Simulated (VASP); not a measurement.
# C (R-3m) in VASP: single point with PBEsol

Aim: the single point of C with PBEsol.

All numbers are computed with VASP 6.6.1; they aren't measurements. Logs are shortened: lines on timing, memory, paths and dates and some standing lists are left out, and cuts for length are marked.

## 1. The cell of the first run

The structure is trigonal, space group R-3m (No. 166). The conventional cell has a = 2.459 Å, b = 2.459 Å, c = 33.404 Å, α = 90.00°, β = 90.00°, γ = 120.00°. Within 1.9 Å of C (site symmetry 3m) lie 3 C at 1.42 Å. Within 1.9 Å of C (site symmetry 3m) lie 3 C at 1.42 Å.

## 2. Single point, PBEsol

The input, INCAR:

```
ALGO = Normal
EDIFF = 1E-7
ENCUT = 520
GGA = PS
ISIF = 2
ISMEAR = 0
ISYM = 0
LASPH = T
LCHARG = F
LREAL = F
LWAVE = F
NBANDS = 16
NELM = 100
PREC = Accurate
SIGMA = 0.1
```

The input, KPOINTS:

```
k-points
0
Gamma
  14 3 16
```

The input, POSCAR:

```
C
1.0
    2.4589175856      0.0000000000      0.0000000000
    0.0000000000     11.2248623703      0.0000000000
    1.2294587928     -0.2693251593      2.1123850805
C
4
Direct
    0.9459389779      0.1621830662      0.1081220441
    0.0540610221      0.8378169338      0.8918779559
    0.7207381188      0.8377856437      0.5585237625
    0.2792618812      0.1622143563      0.4414762375
```

Potentials or basis: VASP PAW PBE potentials, release 64 (C).

Run with:

```bash
> cat potpaw_PBE.64/C/POTCAR > POTCAR
> mpirun -np 1 vasp_std > vasp.out
```

OUTCAR:

```text
EDIFF = 1E-7
   ENCUT = 520
   GGA = PS
   ISIF = 2
   ISMEAR = 0
   ISYM = 0
   LASPH = T
   LREAL = F
   NELM = 100
   PREC = Accurate

 ion  position               nearest neighbor table
   1  0.946  0.162  0.108-   4 1.42   4 1.42   4 1.42
   2  0.054  0.838  0.892-   3 1.42   3 1.42   3 1.42
   3  0.721  0.838  0.559-   2 1.42   2 1.42   2 1.42
   4  0.279  0.162  0.441-   1 1.42   1 1.42   1 1.42

IMPORTANT INFORMATION: All symmetrisations will be switched off!
NOSYMM: (Re-)initialisation of all symmetry stuff for point group C_1.

----------------------------------------------------------------------------------------

                                     Primitive cell

  volume of cell :      58.3040

  direct lattice vectors                    reciprocal lattice vectors
     2.458917586  0.000000000  0.000000000     0.406683008  0.000000000 -0.236699267
     0.000000000 11.224862370  0.000000000     0.000000000  0.089087952  0.011358548
     1.229458793 -0.269325159  2.112385081     0.000000000  0.000000000  0.473398534

  length of vectors
     2.458917586 11.224862370  2.458917586     0.470550329  0.089809130  0.473398534

  position of ions in fractional coordinates (direct lattice)
     0.945938978  0.162183066  0.108122044
     0.054061022  0.837816934  0.891877956
     0.720738119  0.837785644  0.558523763
     0.279261881  0.162214356  0.441476237

  ion indices of the primitive-cell ions
   primitive index   ion index
                 1           1
                 2           2
                 3           3
                 4           4

----------------------------------------------------------------------------------------

 KPOINTS: k-points

Automatic generation of k-mesh.
 Grid dimensions read from file:
 generate k-points for:   14    3   16

 Generating k-lattice:

  Cartesian coordinates                     Fractional coordinates (reciprocal lattice)
     0.029048786  0.000000000 -0.016907090     0.071428571  0.000000000 -0.000000000
     0.000000000  0.029695984  0.003786183     0.000000000  0.333333333  0.000000000
     0.000000000  0.000000000  0.029587408     0.000000000  0.000000000  0.062500000

  Length of vectors
     0.033610738  0.029936377  0.029587408

  Shift w.r.t. Gamma in fractional coordinates (k-lattice)
     0.000000000  0.000000000  0.000000000

 -----------------------------------------------------------------------------
|                                                                             |
|           W    W    AA    RRRRR   N    N  II  N    N   GGGG   !!!           |
|           W    W   A  A   R    R  NN   N  II  NN   N  G    G  !!!           |
|           W    W  A    A  R    R  N N  N  II  N N  N  G       !!!           |
|           W WW W  AAAAAA  RRRRR   N  N N  II  N  N N  G  GGG   !            |
|           WW  WW  A    A  R   R   N   NN  II  N   NN  G    G                |
|           W    W  A    A  R    R  N    N  II  N    N   GGGG   !!!           |
|                                                                             |
|     Your reciprocal lattice and k-lattice belong to different lattice       |
|     classes:                                                                |
|                                                                             |
|        The reciprocal lattice is rhombohedral (trigonal),                   |
|        whereas your k-lattice is triclinic.                                 |
|                                                                             |
|     Results are often still useful ...                                      |
|                                                                             |
 -----------------------------------------------------------------------------

 WARNING: IBZKPT: internal override: KBLOWUP is changed to .FALSE.
      ... skipping the blow-up phase ...

 Subroutine IBZKPT returns following result:
 ===========================================

 Found    338 irreducible k-points:

 Following reciprocal coordinates:
            Coordinates               Weight
  0.000000  0.000000  0.000000      1.000000
  0.071429  0.000000  0.000000      2.000000
  0.142857  0.000000  0.000000      2.000000
  0.214286  0.000000  0.000000      2.000000
  0.285714  0.000000  0.000000      2.000000
  0.357143  0.000000  0.000000      2.000000
[... 16 lines left out ...]
  0.000000  0.000000  0.062500      2.000000
  0.071429  0.000000  0.062500      2.000000
 [... further k-points ...]
   k-points           NKPTS =    338   k-points in BZ     NKDIM =    338   number of bands    NBANDS=     16
   number of dos      NEDOS =    301   number of ions     NIONS =      4
   total plane-waves  NPLWV =  27216
   dimension x,y,z NGX =    18 NGY =   84 NGZ =   18
   dimension x,y,z NGXF=    36 NGYF=  168 NGZF=   36
   ions per type =               4
   NGX,Y,Z   is equivalent  to a cutoff of  12.17, 12.44, 12.17 a.u.
   NGXF,Y,Z  is equivalent  to a cutoff of  24.34, 24.88, 24.34 a.u.
 SYSTEM =  unknown system
   PREC   = accura    normal or accurate (medium, high low for compatibility)
   ISTART =      0    job   : 0-new  1-cont  2-samecut
   ICHARG =      2    charge: 1-file 2-atom 10-const
   ISPIN  =      1    spin polarized calculation?
   LNONCOLLINEAR =      F non collinear calculations
   LSORBIT =      F    spin-orbit coupling
   LASPH  =      T    aspherical Exc in radial PAW
   ENCUT  =  520.0 eV  38.22 Ry    6.18 a.u.   4.57 20.87  4.57*2*pi/ulx,y,z
   NELM   =    100;   NELMIN=  2; NELMDL= -5     # of ELM steps
   EDIFF  = 0.1E-06   stopping-criterion for ELM
   LREAL  =      F    real-space projection
   EDIFFG = 0.1E-05   stopping-criterion for IOM
   NSW    =      0    number of steps for IOM
   IBRION =     -1    ionic relax: 0-MD 1-quasi-New 2-CG
   NFREE  =      0    steps in history (QN), initial steepest desc. (CG)
   ISIF   =      2    stress and relaxation
   ISYM   =      0    0-nonsym 1-usesym 2-fastsym
   POTIM  = 0.5000    time-step for ionic-motion
   TEBEG  =    0.0;   TEEND  =   0.0 temperature during run
   PSTRESS=    0.0 pullay stress
   NELECT =      16.0000    total number of electrons
   NUPDOWN=      -1.0000    fix difference up-down
   EMIN   =  10.00;   EMAX   =-10.00  energy-range for DOS
   EFERMI =   0.00;   METHOD = LEGACY
   ISMEAR =     0;   SIGMA  =   0.10  broadening in eV -4-tet -1-fermi 0-gaus
   EFERMI_NEDOS =   21; number of points for ismear=-14 and -15
   IALGO  =     38    algorithm
   IMIX   =      4    mixing-type and parameters
     AMIX     =   0.40;   BMIX     =  1.00
     AMIX_MAG =   1.60;   BMIX_MAG =  1.00
  volume/ion in A,a.u.               =      14.58        98.36
  Fermi-wavevector in a.u.,A,eV,Ry     =   1.063854  2.010393 15.398881  1.131786
  Thomas-Fermi vector in A             =   2.199353
   LORBIT       =      0    0 simple, 1 ext, 2 COOP (PROOUT), +10 PAW based schemes
   GGA     = PS    functional components
   LHFCALC =     F    Hartree Fock is set to
   AEXX    =    0.0000 exact exchange contribution
   IVDW    =     0    specifies the selected vdW correction
   LEPSILON=     F    determine dielectric tensor
   LRPA    =     F    only Hartree local field effects (RPA)
 non-spin polarized calculation
 Gauss-broadening in eV      SIGMA  =   0.10
  energy-cutoff  :      520.00
  volume of cell :       58.30
 maximum number of plane-waves:      1598
   NGX =  9   NGY = 41   NGZ =  9

 number of electron      15.9999997 magnetization

 Free energy of the ion-electron system (eV)
  ---------------------------------------------------
  ext. energy  EPLUGINS =         0.00000000
  ---------------------------------------------------
  free energy    TOTEN  =       -38.57464426 eV

  energy without entropy =      -38.57464350  energy(sigma->0) =      -38.57464388

 E-fermi :   1.1202     XC(G=0):  -7.0329

 val. band max:        0.8521744505   @ k =  -0.3571   0.0000   0.3125
 cond. band min:       1.3882957105   @ k =  -0.3571   0.3333   0.3125
 fundamental gap:      0.5361212600
 Fermi energy:         1.1202068119

 k-point     1 :       0.0000    0.0000    0.0000
  band No.  band energies     occupation
      1     -18.4796      2.00000
      2     -18.3947      2.00000
      3      -6.9312      2.00000
      4      -6.2533      2.00000
      5      -1.8892      2.00000
      6      -1.8877      2.00000
[... 8 lines left out ...]
     15       9.4629      0.00000
     16      11.5641      0.00000

 k-point     2 :       0.0714    0.0000    0.0000
  band No.  band energies     occupation
      1     -18.3580      2.00000
      2     -18.2738      2.00000
      3      -6.7842      2.00000
      4      -6.1097      2.00000
      5      -2.3765      2.00000
      6      -2.3694      2.00000
[... 8 lines left out ...]
     15       9.9843      0.00000
     16      11.7005      0.00000

 k-point     3 :       0.1429    0.0000    0.0000
  band No.  band energies     occupation
      1     -17.9942      2.00000
      2     -17.9121      2.00000
      3      -6.3456      2.00000
      4      -5.6820      2.00000
      5      -3.6531      2.00000
      6      -3.6396      2.00000
[... 8 lines left out ...]
     15      11.1275      0.00000
     16      11.3930      0.00000

 k-point     4 :       0.2143    0.0000    0.0000
  band No.  band energies     occupation
      1     -17.3910      2.00000
      2     -17.3123      2.00000
      3      -5.6243      2.00000
      4      -5.3713      2.00000
      5      -5.3501      2.00000
      6      -4.9802      2.00000
[... 8 lines left out ...]
     15       9.5194      0.00000
     16      12.7797      0.00000
[... 324 lines left out ...]
 k-point    22 :      -0.0714    0.3333    0.0000
  band No.  band energies     occupation
      1     -18.3580      2.00000
      2     -18.2738      2.00000
      3      -6.7835      2.00000
      4      -6.1107      2.00000
      5      -2.3765      2.00000
      6      -2.3694      2.00000
[... 8 lines left out ...]
     15       9.9843      0.00000
     16      10.7371      0.00000

 k-point    23 :       0.0000    0.0000    0.0625
  band No.  band energies     occupation
      1     -18.3865      2.00000
      2     -18.3021      2.00000
      3      -6.8186      2.00000
      4      -6.1434      2.00000
      5      -2.2644      2.00000
      6      -2.2579      2.00000
[... 8 lines left out ...]
     15       9.8654      0.00000
     16      11.6530      0.00000

 k-point    24 :       0.0714    0.0000    0.0625
  band No.  band energies     occupation
      1     -18.3713      2.00000
      2     -18.2870      2.00000
      3      -6.8002      2.00000
      4      -6.1254      2.00000
      5      -2.3239      2.00000
      6      -2.3172      2.00000
[... 8 lines left out ...]
     15       9.9266      0.00000
     16      11.6880      0.00000

 [... further k-points ...]

------------------------ aborting loop because EDIFF is reached ----------------------------------------

  FORCE on cell =-STRESS in cart. coord.  units (eV):
  Direction    XX          YY          ZZ          XY          YZ          ZX
  --------------------------------------------------------------------------------------
  -------------------------------------------------------------------------------------
  Total        0.2813141     -0.0068748      0.1515379      0.0049063     -0.0189349     -0.0190054
  in kB        7.7304368     -0.1889186      4.1642205      0.1348229     -0.5203273     -0.5222640
  external PRESSURE =       3.9019129 kB  Pullay stress =       0.0000000 kB

 VOLUME and BASIS-vectors are now :
 -----------------------------------------------------------------------------
  energy-cutoff  :      520.00
  volume of cell :       58.30
      direct lattice vectors                 reciprocal lattice vectors
     2.458917586  0.000000000  0.000000000     0.406683008  0.000000000 -0.236699267
     0.000000000 11.224862370  0.000000000     0.000000000  0.089087952  0.011358548
     1.229458793 -0.269325159  2.112385081     0.000000000  0.000000000  0.473398534

 POSITION                                       TOTAL-FORCE (eV/Angst)
 -----------------------------------------------------------------------------------
      2.45892      1.79136      0.22840         0.011357      0.008720     -0.030769
      1.22946      9.16417      1.88399        -0.011357     -0.008720      0.030770
      2.45892      9.25360      1.17982         0.010675      0.005864     -0.031379
      1.22946      1.70193      0.93257        -0.010675     -0.005863      0.031378
 -----------------------------------------------------------------------------------
    total drift:                                0.000000      0.000000     -0.000000

  FREE ENERGIE OF THE ION-ELECTRON SYSTEM (eV)
  ---------------------------------------------------
  free  energy   TOTEN  =       -38.5746442570 eV

  energy  without entropy=      -38.5746434984  energy(sigma->0) =      -38.57464388
```

Run time: 4.4 min. Hardware: 1 thread of Intel Xeon Platinum 8375C at 2.90GHz (Ice Lake), shared host; peak memory 0.33 GiB.

Results:

- Free energy: -38.5746 eV
- Pressure: 0.4 GPa
- Largest force: 0.034 eV/Å

Forces in eV/Å, atoms in the order of the input:
```
C    0.011  0.009 -0.031
C   -0.011 -0.009  0.031
C    0.011  0.006 -0.031
C   -0.011 -0.006  0.031
```

Caveat: this functional lacks dispersion, which binds layers or chains, so the pressure and a relaxed spacing across them are unreliable; the PAW data sets were made with another functional, which shifts forces and pressure a little.
